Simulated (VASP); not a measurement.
Wanted: the native input for a VASP 6.6.1 run.

| Quantity | Value |
| --- | --- |
| Task | single point |
| Functional | r2SCAN |
| Potentials or basis | VASP PAW PBE potentials, release 64 (Ta_pv, C) |
| Cutoff | 520 eV |
| k mesh | 10 × 10 × 10 |
| Occupations | gaussian, width 0.15 eV |
| Spin | no spin polarisation |
| Dipole correction | no |
| Further INCAR settings | ALGO = Normal; EDIFF = 1e-06; NBANDS = 37 |

Crystal: Ta4C3.

```
Ta C
1.0
     4.42479    0.00000    0.00000
     0.00000    4.42479    0.00000
     0.00000    0.00000    4.42479
Ta C
4 3
Direct
  0.00000 0.50000 0.50000
  0.50000 0.00000 0.50000
  0.50000 0.50000 0.00000
  0.00000 0.00000 0.00000
  0.50000 0.00000 0.06780
  0.00000 0.50000 0.06780
  0.00000 0.00000 0.56780
```

This cell differs from its parent crystal: all C atoms moved -0.300 Å, as atom 5 towards its neighbour atom 2 (Ta) at 2.212 Å.

One way to write it, as run:

POSCAR

```
Ta4C3
1.0
    4.4247933841      0.0000000000      0.0000000000
    0.0000000000      4.4247933841      0.0000000000
    0.0000000000      0.0000000000      4.4247933841
Ta C
4 3
Direct
    0.0000000000      0.5000000000      0.5000000000
    0.5000000000      0.0000000000      0.5000000000
    0.5000000000      0.5000000000      0.0000000000
    0.0000000000      0.0000000000      0.0000000000
    0.5000000000      0.0000000000      0.0677997759
    0.0000000000      0.5000000000      0.0677997759
    0.0000000000      0.0000000000      0.5677997759
```

INCAR.step1

```
SYSTEM = Ta4C3
PREC = Accurate
ENCUT = 520
ISMEAR = 0
SIGMA = 0.15
LREAL = .FALSE.
LASPH = .TRUE.
NELM = 60
NBANDS = 37
GGA = PE
ALGO = Normal
EDIFF = 1E-4
LWAVE = .TRUE.
LCHARG = .FALSE.
```

INCAR.step2

```
SYSTEM = Ta4C3
PREC = Accurate
ENCUT = 520
EDIFF = 1E-6
ISMEAR = 0
SIGMA = 0.15
LREAL = .FALSE.
LASPH = .TRUE.
NELM = 60
ALGO = Normal
ISIF = 2
LWAVE = .FALSE.
LCHARG = .TRUE.
METAGGA = R2SCAN
LMIXTAU = .TRUE.
LELF = .TRUE.
LVHAR = .TRUE.
NBANDS = 37
ISTART = 1
```

KPOINTS

```
regular mesh
0
G
  10 10 10
  0 0 0
```

Potentials or basis: VASP PAW PBE potentials, release 64 (Ta_pv, C).

Run with:

```console
$ cat potpaw_PBE.64/Ta_pv/POTCAR potpaw_PBE.64/C/POTCAR > POTCAR
$ cp INCAR.step1 INCAR
$ mpirun -np 1 vasp_std > vasp.out
$ cp INCAR.step2 INCAR
$ mpirun -np 1 vasp_std > vasp.out
```

Results of the run:

```json
{
  "Pressure": "12.3 GPa",
  "Largest force": "5.008 eV/Å",
  "Band gap on the k mesh": "zero (band 28 reaches 7.56 eV, above the bottom of band 29 at 6.65 eV)"
}
```

Caveat: the cell differs from its parent crystal (all C atoms moved -0.300 Å, as atom 5 towards its neighbour atom 2 (Ta) at 2.212 Å); the PAW data sets were made with another functional, which shifts forces and pressure a little; spin-orbit coupling is left out, which moves the levels of the heavy elements.

Wall time 11 min on 1 thread of Intel(R) Xeon(R) 6975P-C (Granite Rapids), on a shared host, peak memory 0.44 GiB.
